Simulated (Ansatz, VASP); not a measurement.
**Two plane-wave programs on CS2**

```
S C
1.0
     3.64579   -2.99431    0.00000
     3.64579    2.99431    0.00000
     0.00000    0.00000    9.85126
S C
4 2
Direct
  0.18152 0.81848 0.88687
  0.31848 0.68152 0.38687
  0.68152 0.31848 0.61313
  0.81848 0.18152 0.11313
  0.50000 0.50000 0.50000
  0.00000 0.00000 0.00000
```

Alike in both runs: functional LDA; k mesh 6 × 6 × 4; no spin polarisation.

|  | VASP | Ansatz |
| --- | --- | --- |
| version | VASP 6.6.1 | Ansatz 0.2.0 |
| potentials or method | VASP PAW LDA potentials, release 64 (S, C) | Ansatz PAW |
| plane-wave cutoff (eV) | 520 | 420 |
| occupations | gaussian, width 0.01 eV | fixed |
| valence electrons in the cell | 32 | 32 |
| task | single point | band structure |

|  | VASP | Ansatz | Ansatz less VASP |
| --- | --- | --- | --- |
| gap on the k mesh at the Fermi level (eV) | 3.34 | 3.32 | -0.018 |
| least direct gap on the mesh (eV) | 3.34 | 3.32 | -0.018 |
| pressure (GPa) | -1.6 | -1.1 | +0.47 |
| traceless stress, the component that is largest in VASP (GPa) | 0.80 | 0.36 | -0.438 |
| rms of the force components (eV/Å) | 0.236 | 0.104 | -0.1321 |

LDA's correlation is that of Perdew and Zunger in VASP and of Perdew and Wang (1992) in Ansatz. Atom by atom the forces differ by 0.132 eV/Å (rms over components).
